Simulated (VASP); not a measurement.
# BaTiO3 (R3m) in VASP: further runs

The runs below take BaTiO3 through single point, with r2SCAN.

Everything below comes from runs of VASP 6.6.1. Logs are shortened: lines on timing, memory, paths and dates and some standing lists are left out, and cuts for length are marked.

### Step 1. The cell of the first run

Symmetry: R3m, No. 160, trigonal system. The conventional cell has a = 5.500 Å, b = 5.500 Å, c = 6.765 Å, α = 90.00°, β = 90.00°, γ = 120.00°. Ba (site symmetry 3m) has 12 O at 2.71 to 2.81 Å and 8 Ti at 3.28 to 3.49 Å within 3.6 Å. Within 2.4 Å of Ti (site symmetry 3m) lie 6 O at 1.82 to 2.08 Å. O (site symmetry m) has 2 Ti at 1.82 to 2.08 Å within 2.4 Å.

### Step 2. Single point, r2SCAN

POSCAR

```
BaTiO3
1.0
    2.7498684696      1.5876345481      2.2548402088
   -2.7498684696      1.5876345481      2.2548402088
    0.0000000000     -3.1752690963      2.2548402088
Ba Ti O
1 1 3
Direct
    0.0000000000      0.0000000000      0.0000000000
    0.4845000000      0.4845000000      0.4845000000
    0.5086000000      0.5086000000      0.0175000000
    0.0175000000      0.5086000000      0.5086000000
    0.5086000000      0.0175000000      0.5086000000
```

INCAR.step1

```
PREC     = Accurate       # precision mode
ENCUT    = 1480           # plane-wave cutoff, eV
ISMEAR   = 0              # smearing method
SIGMA    = 0.01           # smearing width, eV
LREAL    = F              # projectors in reciprocal space
LASPH    = T              # aspherical terms in the spheres
NELM     = 120            # most SCF steps
NBANDS   = 28             # bands
GGA      = PE             # functional
ALGO     = Normal         # electronic algorithm
EDIFF    = 1E-5           # SCF threshold, eV
LWAVE    = T              # write WAVECAR
LCHARG   = F              # write CHGCAR
GGA_COMPAT= F
```

INCAR.step2

```
PREC     = Accurate       # precision mode
ENCUT    = 1480           # plane-wave cutoff, eV
EDIFF    = 1E-6           # SCF threshold, eV
ISMEAR   = 0              # smearing method
SIGMA    = 0.01           # smearing width, eV
LREAL    = F              # projectors in reciprocal space
LASPH    = T              # aspherical terms in the spheres
NELM     = 120            # most SCF steps
ALGO     = Normal         # electronic algorithm
ISIF     = 2              # what is computed and relaxed
LWAVE    = F              # write WAVECAR
LCHARG   = F              # write CHGCAR
METAGGA  = R2SCAN         # meta-GGA
LMIXTAU  = T            
NBANDS   = 28             # bands
ISTART   = 1            
GGA_COMPAT= F
```

KPOINTS

```
Automatic mesh
0
Gamma
  6 6 6
```

Potentials or basis: VASP PAW PBE potentials, release 64 (Ba_sv, Ti_sv, O_h).

The run is started by

```bash
$ cat potpaw_PBE.64/Ba_sv/POTCAR potpaw_PBE.64/Ti_sv/POTCAR potpaw_PBE.64/O_h/POTCAR > POTCAR
$ cp INCAR.step1 INCAR
$ mpirun -np 1 vasp_std > vasp.out
$ cp INCAR.step2 INCAR
$ mpirun -np 1 vasp_std > vasp.out
```

OUTCAR:

```text
PREC = Accurate
   ENCUT = 1480
   EDIFF = 1E-6
   ISMEAR = 0
   LREAL = F
   LASPH = T
   NELM = 120
   ISIF = 2
   METAGGA = R2SCAN
   ISTART = 1

 ion  position               nearest neighbor table
   1  0.000  0.000  0.000-   3 2.71   4 2.71   5 2.71   4 2.75   5 2.75   5 2.75   4 2.75   3 2.75
                             3 2.75   3 2.81   4 2.81   5 2.81   2 3.28   2 3.34   2 3.34   2 3.34
   2  0.484  0.484  0.484-   3 1.82   4 1.82   5 1.82   3 2.08   4 2.08   5 2.08   1 3.28   1 3.34
                             1 3.34   1 3.34   1 3.41   1 3.41   1 3.41   1 3.49
   3  0.509  0.509  0.017-   2 1.82   2 2.08   1 2.71   1 2.75   1 2.75   1 2.81
   4  0.017  0.509  0.509-   2 1.82   2 2.08   1 2.71   1 2.75   1 2.75   1 2.81
   5  0.509  0.017  0.509-   2 1.82   2 2.08   1 2.71   1 2.75   1 2.75   1 2.81

  LATTYP: Found a trigonal (rhomboedric) cell.
 ALAT       =     3.8944401941
 COS(alpha) =     0.0028424988

  Lattice vectors:

 A1 = (   2.7498684696,   1.5876345481,   2.2548402088)
 A2 = (  -2.7498684696,   1.5876345481,   2.2548402088)
 A3 = (   0.0000000000,  -3.1752690963,   2.2548402088)

Analysis of symmetry for initial positions (statically):
=====================================================================
 Subroutine PRICEL returns:
 Original cell was already a primitive cell.

 Routine SETGRP: Setting up the symmetry group for a
 trigonal (rhombohedral) supercell.

 Subroutine GETGRP returns: Found  6 space group operations
 (whereof  6 operations were pure point group operations)
 out of a pool of 12 trial point group operations.

The static configuration has the point symmetry C_3v.

Analysis of symmetry for dynamics (positions and initial velocities):
=====================================================================
 Subroutine PRICEL returns:
 Original cell was already a primitive cell.

 Routine SETGRP: Setting up the symmetry group for a
 trigonal (rhombohedral) supercell.

 Subroutine GETGRP returns: Found  6 space group operations
 (whereof  6 operations were pure point group operations)
 out of a pool of 12 trial point group operations.

The dynamic configuration has the point symmetry C_3v.

 Subroutine INISYM returns: Found  6 space group operations
 (whereof  6 operations are pure point group operations),
 and found     1 'primitive' translations

----------------------------------------------------------------------------------------

                                     Primitive cell

  volume of cell :      59.0649

  direct lattice vectors                    reciprocal lattice vectors
     2.749868470  1.587634548  2.254840209     0.181826878  0.104977979  0.147830135
    -2.749868470  1.587634548  2.254840209    -0.181826878  0.104977979  0.147830135
     0.000000000 -3.175269096  2.254840209     0.000000000 -0.209955959  0.147830135

  length of vectors
     3.894440194  3.894440194  3.894436827     0.256778385  0.256778385  0.256778608

  position of ions in fractional coordinates (direct lattice)
     0.000000000  0.000000000  0.000000000
     0.484500000  0.484500000  0.484500000
     0.508600000  0.508600000  0.017500000
     0.017500000  0.508600000  0.508600000
     0.508600000  0.017500000  0.508600000

  ion indices of the primitive-cell ions
   primitive index   ion index
                 1           1
                 2           2
                 3           3
                 4           4
                 5           5

----------------------------------------------------------------------------------------

 KPOINTS: Automatic mesh

Automatic generation of k-mesh.
 Grid dimensions read from file:
 generate k-points for:    6    6    6

 Generating k-lattice:

  Cartesian coordinates                     Fractional coordinates (reciprocal lattice)
     0.030304480  0.017496330  0.024638356     0.166666667  0.000000000  0.000000000
    -0.030304480  0.017496330  0.024638356     0.000000000  0.166666667  0.000000000
     0.000000000 -0.034992660  0.024638356     0.000000000  0.000000000  0.166666667

  Length of vectors
     0.042796397  0.042796397  0.042796435

  Shift w.r.t. Gamma in fractional coordinates (k-lattice)
     0.000000000  0.000000000  0.000000000

 Subroutine IBZKPT returns following result:
 ===========================================

 Found     32 irreducible k-points:

 Following reciprocal coordinates:
            Coordinates               Weight
  0.000000  0.000000  0.000000      1.000000
  0.166667 -0.000000 -0.000000      6.000000
  0.333333 -0.000000 -0.000000      6.000000
  0.500000 -0.000000 -0.000000      3.000000
  0.166667  0.166667  0.000000      6.000000
  0.333333  0.166667 -0.000000     12.000000
[... 16 lines left out ...]
  0.500000  0.500000  0.166667      6.000000
 -0.333333  0.500000  0.166667     12.000000
 [... further k-points ...]
   k-points           NKPTS =     32   k-points in BZ     NKDIM =     32   number of bands    NBANDS=     28
   number of dos      NEDOS =    301   number of ions     NIONS =      5
   total plane-waves  NPLWV = 125000
   dimension x,y,z NGX =    50 NGY =   50 NGZ =   50
   dimension x,y,z NGXF=   100 NGYF=  100 NGZF=  100
   ions per type =               1   1   3
   NGX,Y,Z   is equivalent  to a cutoff of  21.34, 21.34, 21.34 a.u.
   NGXF,Y,Z  is equivalent  to a cutoff of  42.69, 42.69, 42.69 a.u.
 SYSTEM =  unknown system
   PREC   = accura    normal or accurate (medium, high low for compatibility)
   ISTART =      1    job   : 0-new  1-cont  2-samecut
   ICHARG =      0    charge: 1-file 2-atom 10-const
   ISPIN  =      1    spin polarized calculation?
   LNONCOLLINEAR =      F non collinear calculations
   LSORBIT =      F    spin-orbit coupling
   LASPH  =      T    aspherical Exc in radial PAW
   ENCUT  = 1480.0 eV 108.78 Ry   10.43 a.u.  12.22 12.22 12.22*2*pi/ulx,y,z
   NELM   =    120;   NELMIN=  2; NELMDL=  0     # of ELM steps
   EDIFF  = 0.1E-05   stopping-criterion for ELM
   LREAL  =      F    real-space projection
[... 7 lines left out ...]
   TEBEG  =    0.0;   TEEND  =   0.0 temperature during run
   PSTRESS=    0.0 pullay stress
   NELECT =      40.0000    total number of electrons
   NUPDOWN=      -1.0000    fix difference up-down
   EMIN   =  10.00;   EMAX   =-10.00  energy-range for DOS
   EFERMI =   0.00;   METHOD = LEGACY
   ISMEAR =     0;   SIGMA  =   0.01  broadening in eV -4-tet -1-fermi 0-gaus
   EFERMI_NEDOS =   21; number of points for ismear=-14 and -15
   IALGO  =     38    algorithm
   IMIX   =      4    mixing-type and parameters
     AMIX     =   0.40;   BMIX     =  1.00
     AMIX_MAG =   1.60;   BMIX_MAG =  1.00
  volume/ion in A,a.u.               =      11.81        79.72
  Fermi-wavevector in a.u.,A,eV,Ry     =   1.437645  2.716755 28.120837  2.066823
  Thomas-Fermi vector in A             =   2.556700
   LORBIT       =      0    0 simple, 1 ext, 2 COOP (PROOUT), +10 PAW based schemes
   METAGGA = R2SCAN    functional components
   LHFCALC =     F    Hartree Fock is set to
   AEXX    =    0.0000 exact exchange contribution
   IVDW    =     0    specifies the selected vdW correction
   LEPSILON=     F    determine dielectric tensor
   LRPA    =     F    only Hartree local field effects (RPA)
 non-spin polarized calculation
 Gauss-broadening in eV      SIGMA  =   0.01
  energy-cutoff  :     1480.00
  volume of cell :       59.06
 maximum number of plane-waves:      7668
 NGX is ok and might be reduce to    50
   NGX = 25   NGY = 25   NGZ = 25

 number of electron      39.9999999 magnetization

 Free energy of the ion-electron system (eV)
  ---------------------------------------------------
  ext. energy  EPLUGINS =         0.00000000
  ---------------------------------------------------
  free energy    TOTEN  =       -73.89174673 eV

  energy without entropy =      -73.89174673  energy(sigma->0) =      -73.89174673

 E-fermi :   4.5974     XC(G=0): -12.3771

 val. band max:        4.5009930493   @ k =   0.5000   0.5000   0.5000
 cond. band min:       7.5278575735   @ k =   0.0000   0.0000   0.0000
 fundamental gap:      3.0268645242
 Fermi energy:         4.5974326638

 k-point     1 :       0.0000    0.0000    0.0000
  band No.  band energies     occupation
      1     -53.5894      2.00000
      2     -28.8656      2.00000
      3     -28.8656      2.00000
      4     -28.8450      2.00000
      5     -20.7889      2.00000
      6     -13.4319      2.00000
[... 20 lines left out ...]
     27      10.2615      0.00000
     28      13.8263      0.00000

 k-point     2 :       0.1667   -0.0000   -0.0000
  band No.  band energies     occupation
      1     -53.5890      2.00000
      2     -28.8843      2.00000
      3     -28.8648      2.00000
      4     -28.8481      2.00000
      5     -20.7399      2.00000
      6     -13.4904      2.00000
[... 20 lines left out ...]
     27      10.8814      0.00000
     28      14.1367      0.00000

 k-point     3 :       0.3333   -0.0000   -0.0000
  band No.  band energies     occupation
      1     -53.5881      2.00000
      2     -28.9276      2.00000
      3     -28.8631      2.00000
      4     -28.8480      2.00000
      5     -20.6387      2.00000
      6     -13.7173      2.00000
[... 20 lines left out ...]
     27      12.3145      0.00000
     28      13.9269      0.00000

 k-point     4 :       0.5000   -0.0000   -0.0000
  band No.  band energies     occupation
      1     -53.5876      2.00000
      2     -28.9495      2.00000
      3     -28.8623      2.00000
      4     -28.8474      2.00000
      5     -20.5862      2.00000
      6     -13.8486      2.00000
[... 578 lines left out ...]
     27      13.0468      0.00000
     28      14.3413      0.00000

 k-point    23 :       0.5000    0.5000    0.1667
  band No.  band energies     occupation
      1     -53.5854      2.00000
      2     -28.9481      2.00000
      3     -28.9357      2.00000
      4     -28.8721      2.00000
      5     -20.4469      2.00000
      6     -13.0428      2.00000
[... 20 lines left out ...]
     27      14.1819      0.00000
     28      14.7164      0.00000

 k-point    24 :      -0.3333    0.5000    0.1667
  band No.  band energies     occupation
      1     -53.5858      2.00000
      2     -28.9449      2.00000
      3     -28.9195      2.00000
      4     -28.8725      2.00000
      5     -20.4751      2.00000
      6     -13.2224      2.00000
[... 20 lines left out ...]
     27      13.8131      0.00000
     28      14.4174      0.00000

 [... further k-points ...]
[... 5 lines left out ...]
  --------------------------------------------------------------------------------------
  -------------------------------------------------------------------------------------
  Total        8.5515186      8.5514890      8.0882220     -0.0000000     -0.0000000     -0.0000000
  in kB      231.9660068    231.9652023    219.3987572     -0.0000000     -0.0000000     -0.0000000
  external PRESSURE =     227.7766554 kB  Pullay stress =       0.0000000 kB

 VOLUME and BASIS-vectors are now :
 -----------------------------------------------------------------------------
  energy-cutoff  :     1480.00
  volume of cell :       59.06
      direct lattice vectors                 reciprocal lattice vectors
     2.749868470  1.587634548  2.254840209     0.181826878  0.104977979  0.147830135
    -2.749868470  1.587634548  2.254840209    -0.181826878  0.104977979  0.147830135
     0.000000000 -3.175269096  2.254840209     0.000000000 -0.209955959  0.147830135

 POSITION                                       TOTAL-FORCE (eV/Angst)
 -----------------------------------------------------------------------------------
      0.00000      0.00000      0.00000         0.000000      0.000000     -0.080952
      0.00000     -0.00000      3.27741         0.000000     -0.000000      1.204056
      0.00000      1.55937      2.33308         0.000000      0.731285     -0.374368
     -1.35046     -0.77969      2.33308        -0.633312     -0.365642     -0.374368
      1.35046     -0.77969      2.33308         0.633312     -0.365642     -0.374368
 -----------------------------------------------------------------------------------
    total drift:                                0.000000      0.000075     -0.001749

  FREE ENERGIE OF THE ION-ELECTRON SYSTEM (eV)
  ---------------------------------------------------
  free  energy   TOTEN  =       -73.8917467339 eV

  energy  without entropy=      -73.8917467339  energy(sigma->0) =      -73.89174673
```

Run time: 6.9 min. Hardware: 1 thread of Intel Xeon 6975P-C (Granite Rapids), shared host; peak memory 0.56 GiB.

Results:

```
Free energy            : -73.8917 eV
Pressure               : 22.8 GPa
Largest force          : 1.204 eV/Å
Band gap on the k mesh : 3.03 eV (least direct gap 3.36 eV)
```

Forces in eV/Å, atoms in the order of the input:
```
Ba   0.000  0.000 -0.081
Ti   0.000  0.000  1.204
O    0.000  0.731 -0.374
O   -0.633 -0.366 -0.374
O    0.633 -0.366 -0.374
```

Caveat: the cell stands under pressure; the PAW data sets were made with another functional, which shifts forces and pressure a little; spin-orbit coupling is left out, which moves the levels of the heavy elements. r2SCAN opens gaps a little over a GGA but as a rule still falls short of measured ones.

(Continued in part 2 of 2.)
